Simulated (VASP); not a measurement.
# ZnS (P6_3mc) in VASP: settings compared, part 2 of 2

VASP 6.6.1.

### 3 Single point, PBE exchange alone

The input, INCAR:

```
AGGAC = 0.0
ALDAC = 0.0
ALGO = Normal
EDIFF = 1E-6
ENCUT = 520
GGA = PE
ISIF = 2
ISMEAR = -1
LASPH = T
LCHARG = F
LREAL = F
LWAVE = F
NBANDS = 66
NELM = 100
PREC = Accurate
SIGMA = 0.05
```

The input, KPOINTS:

```
k-points
0
Gamma
  8 8 2
```

The input, POSCAR:

```
ZnS
1.0
    3.7864153365      0.0000000000      0.0000000000
   -1.8932076683      3.2791318707      0.0000000000
    0.0000000000      0.0000000000     18.5645500459
Zn S
6 6
Direct
    0.3333333333      0.6666666667      0.8333300000
    0.6666666667      0.3333333333      0.3333300000
    0.6666666667      0.3333333333      0.6666700000
    0.3333333333      0.6666666667      0.1666700000
    0.0000000000      0.0000000000      0.5000000000
    0.0000000000      0.0000000000      0.0000000000
    0.3333333333      0.6666666667      0.9583300000
    0.6666666667      0.3333333333      0.4583300000
    0.6666666667      0.3333333333      0.7916700000
    0.3333333333      0.6666666667      0.2916700000
    0.0000000000      0.0000000000      0.6250000000
    0.0000000000      0.0000000000      0.1250000000
```

Potentials or basis: VASP PAW PBE potentials, release 64 (Zn, S).

Started as:

```sh
cat potpaw_PBE.64/Zn/POTCAR potpaw_PBE.64/S/POTCAR > POTCAR
mpirun -np 1 vasp_std > vasp.out
```

OUTCAR:

```text
EDIFF = 1E-6
   ENCUT = 520
   GGA = PE
   ISIF = 2
   ISMEAR = -1
   LASPH = T
   LREAL = F
   NELM = 100
   PREC = Accurate

 ion  position               nearest neighbor table
   1  0.333  0.667  0.833-   9 2.32   9 2.32   9 2.32   7 2.32
   2  0.667  0.333  0.333-  10 2.32  10 2.32  10 2.32   8 2.32
   3  0.667  0.333  0.667-  11 2.32  11 2.32  11 2.32   9 2.32
   4  0.333  0.667  0.167-  12 2.32  12 2.32  12 2.32  10 2.32
   5  0.000  0.000  0.500-   8 2.32   8 2.32   8 2.32  11 2.32
   6  0.000  0.000  0.000-   7 2.32   7 2.32   7 2.32  12 2.32
   7  0.333  0.667  0.958-   6 2.32   6 2.32   6 2.32   1 2.32
   8  0.667  0.333  0.458-   5 2.32   5 2.32   5 2.32   2 2.32
   9  0.667  0.333  0.792-   1 2.32   1 2.32   1 2.32   3 2.32
  10  0.333  0.667  0.292-   2 2.32   2 2.32   2 2.32   4 2.32
  11  0.000  0.000  0.625-   3 2.32   3 2.32   3 2.32   5 2.32
  12  0.000  0.000  0.125-   4 2.32   4 2.32   4 2.32   6 2.32

  LATTYP: Found a hexagonal cell.
 ALAT       =     3.7864153365
 C/A-ratio  =     4.9029354669

  Lattice vectors:

 A1 = (   3.7864153365,   0.0000000000,   0.0000000000)
 A2 = (  -1.8932076683,   3.2791318707,   0.0000000000)
 A3 = (   0.0000000000,   0.0000000000,  18.5645500459)

Analysis of symmetry for initial positions (statically):
=====================================================================
 Subroutine PRICEL returns:
 Original cell was already a primitive cell.

 Routine SETGRP: Setting up the symmetry group for a
 hexagonal supercell.

 Subroutine GETGRP returns: Found 12 space group operations
 (whereof  6 operations were pure point group operations)
 out of a pool of 24 trial point group operations.

The static configuration has the point symmetry C_3v.
 The point group associated with its full space group is C_6v.

Analysis of symmetry for dynamics (positions and initial velocities):
=====================================================================
 Subroutine PRICEL returns:
 Original cell was already a primitive cell.

 Routine SETGRP: Setting up the symmetry group for a
 hexagonal supercell.

 Subroutine GETGRP returns: Found 12 space group operations
 (whereof  6 operations were pure point group operations)
 out of a pool of 24 trial point group operations.

The dynamic configuration has the point symmetry C_3v.
 The point group associated with its full space group is C_6v.

 Subroutine INISYM returns: Found 12 space group operations
 (whereof  6 operations are pure point group operations),
 and found     1 'primitive' translations

----------------------------------------------------------------------------------------

                                     Primitive cell

  volume of cell :     230.5003

  direct lattice vectors                    reciprocal lattice vectors
     3.786415337  0.000000000  0.000000000     0.264102036  0.152479382  0.000000000
    -1.893207668  3.279131871  0.000000000     0.000000000  0.304958763  0.000000000
     0.000000000  0.000000000 18.564550046     0.000000000  0.000000000  0.053866105

  length of vectors
     3.786415337  3.786415337 18.564550046     0.304958763  0.304958763  0.053866105

[... 77 lines left out ...]
   k-points           NKPTS =     20   k-points in BZ     NKDIM =     20   number of bands    NBANDS=     66
   number of dos      NEDOS =    301   number of ions     NIONS =     12
   total plane-waves  NPLWV = 109760
   dimension x,y,z NGX =    28 NGY =   28 NGZ =  140
   dimension x,y,z NGXF=    56 NGYF=   56 NGZF=  280
   ions per type =               6   6
   NGX,Y,Z   is equivalent  to a cutoff of  12.29, 12.29, 12.54 a.u.
   NGXF,Y,Z  is equivalent  to a cutoff of  24.59, 24.59, 25.07 a.u.
 SYSTEM =  unknown system
   PREC   = accura    normal or accurate (medium, high low for compatibility)
   ISTART =      0    job   : 0-new  1-cont  2-samecut
   ICHARG =      2    charge: 1-file 2-atom 10-const
   ISPIN  =      1    spin polarized calculation?
   LNONCOLLINEAR =      F non collinear calculations
   LSORBIT =      F    spin-orbit coupling
   LASPH  =      T    aspherical Exc in radial PAW
   ENCUT  =  520.0 eV  38.22 Ry    6.18 a.u.   7.04  7.04 34.52*2*pi/ulx,y,z
   NELM   =    100;   NELMIN=  2; NELMDL= -5     # of ELM steps
   EDIFF  = 0.1E-05   stopping-criterion for ELM
   LREAL  =      F    real-space projection
   EDIFFG = 0.1E-04   stopping-criterion for IOM
   NSW    =      0    number of steps for IOM
   IBRION =     -1    ionic relax: 0-MD 1-quasi-New 2-CG
   NFREE  =      0    steps in history (QN), initial steepest desc. (CG)
   ISIF   =      2    stress and relaxation
   ISYM   =      2    0-nonsym 1-usesym 2-fastsym
   POTIM  = 0.5000    time-step for ionic-motion
   TEBEG  =    0.0;   TEEND  =   0.0 temperature during run
   PSTRESS=    0.0 pullay stress
   NELECT =     108.0000    total number of electrons
   NUPDOWN=      -1.0000    fix difference up-down
   EMIN   =  10.00;   EMAX   =-10.00  energy-range for DOS
   EFERMI =   0.00;   METHOD = LEGACY
   ISMEAR =    -1;   SIGMA  =   0.05  broadening in eV -4-tet -1-fermi 0-gaus
   EFERMI_NEDOS =   21; number of points for ismear=-14 and -15
   IALGO  =     38    algorithm
   IMIX   =      4    mixing-type and parameters
     AMIX     =   0.40;   BMIX     =  1.00
     AMIX_MAG =   1.60;   BMIX_MAG =  1.00
  volume/ion in A,a.u.               =      19.21       129.62
  Fermi-wavevector in a.u.,A,eV,Ry     =   1.271527  2.402837 21.997637  1.616781
  Thomas-Fermi vector in A             =   2.404455
   LORBIT       =      0    0 simple, 1 ext, 2 COOP (PROOUT), +10 PAW based schemes
   GGA     = PE    functional components
   LHFCALC =     F    Hartree Fock is set to
   AEXX    =    0.0000 exact exchange contribution
   IVDW    =     0    specifies the selected vdW correction
   LEPSILON=     F    determine dielectric tensor
   LRPA    =     F    only Hartree local field effects (RPA)
 non-spin polarized calculation
  energy-cutoff  :      520.00
  volume of cell :      230.50
 maximum number of plane-waves:      6239
   NGX = 15   NGY = 15   NGZ = 69

 number of electron     107.9999985 magnetization

 Free energy of the ion-electron system (eV)
  ---------------------------------------------------
  ext. energy  EPLUGINS =         0.00000000
  ---------------------------------------------------
  free energy    TOTEN  =       -26.21760587 eV

  energy without entropy =      -26.21760587  energy(sigma->0) =      -26.21760587

 E-fermi :   4.9003     XC(G=0):  -8.1576

 val. band max:        3.8432807166   @ k =   0.0000   0.0000   0.0000
 cond. band min:       6.1493065080   @ k =   0.0000   0.0000   0.0000
 fundamental gap:      2.3060257914
 Fermi energy:         4.9002704993

 k-point     1 :       0.0000    0.0000    0.0000
  band No.  band energies     occupation
      1      -9.4805      2.00000
      2      -9.2733      2.00000
      3      -9.2656      2.00000
      4      -8.7940      2.00000
      5      -8.7867      2.00000
      6      -8.5126      2.00000
[... 1369 lines left out ...]
     65      10.5893      0.00000
     66      10.5893      0.00000

------------------------ aborting loop because EDIFF is reached ----------------------------------------

  FORCE on cell =-STRESS in cart. coord.  units (eV):
  Direction    XX          YY          ZZ          XY          YZ          ZX
  --------------------------------------------------------------------------------------
  -------------------------------------------------------------------------------------
  Total       21.0649932     21.0649932     21.3071911     -0.0000000      0.0000000      0.0000000
  in kB      146.4199810    146.4199810    148.1034665     -0.0000000      0.0000000      0.0000000
  external PRESSURE =     146.9811428 kB  Pullay stress =       0.0000000 kB

 VOLUME and BASIS-vectors are now :
 -----------------------------------------------------------------------------
  energy-cutoff  :      520.00
  volume of cell :      230.50
      direct lattice vectors                 reciprocal lattice vectors
     3.786415337  0.000000000  0.000000000     0.264102036  0.152479382  0.000000000
    -1.893207668  3.279131871  0.000000000     0.000000000  0.304958763  0.000000000
     0.000000000  0.000000000 18.564550046     0.000000000  0.000000000  0.053866105

 POSITION                                       TOTAL-FORCE (eV/Angst)
 -----------------------------------------------------------------------------------
     -0.00000      2.18609     15.47040         0.000000     -0.000000      0.004277
      1.89321      1.09304      6.18812        -0.000000      0.000000      0.004277
      1.89321      1.09304     12.37643        -0.000000      0.000000      0.035198
     -0.00000      2.18609      3.09415         0.000000     -0.000000      0.035198
      0.00000      0.00000      9.28228         0.000000     -0.000000     -0.004363
      0.00000      0.00000      0.00000        -0.000000     -0.000000     -0.004363
     -0.00000      2.18609     17.79097        -0.000000      0.000000     -0.049055
      1.89321      1.09304      8.50869         0.000000     -0.000000     -0.049055
      1.89321      1.09304     14.69700         0.000000      0.000000     -0.008660
     -0.00000      2.18609      5.41472        -0.000000     -0.000000     -0.008660
      0.00000      0.00000     11.60284        -0.000000      0.000000      0.022602
      0.00000      0.00000      2.32057         0.000000     -0.000000      0.022602
 -----------------------------------------------------------------------------------
    total drift:                               -0.000003     -0.000004     -0.000196

  FREE ENERGIE OF THE ION-ELECTRON SYSTEM (eV)
  ---------------------------------------------------
  free  energy   TOTEN  =       -26.2176058717 eV

  energy  without entropy=      -26.2176058716  energy(sigma->0) =      -26.21760587
```

Wall time 14 min (1 thread of Intel Xeon 8259CL, shared host); peak memory 0.45 GiB.

Results:

```
Free energy            : -26.2176 eV
Pressure               : 14.7 GPa
Largest force          : 0.049 eV/Å
Band gap on the k mesh : 2.31 eV
```

Forces in eV/Å, atoms in the order of the input:
```
Zn   0.000  0.000  0.004
Zn   0.000  0.000  0.004
Zn   0.000  0.000  0.035
Zn   0.000  0.000  0.035
Zn   0.000  0.000 -0.004
Zn   0.000  0.000 -0.004
S    0.000  0.000 -0.049
S    0.000  0.000 -0.049
S    0.000  0.000 -0.009
S    0.000  0.000 -0.009
S    0.000  0.000  0.023
S    0.000  0.000  0.023
```

Caveat: the cell stands under pressure. A k mesh can miss the band edges.
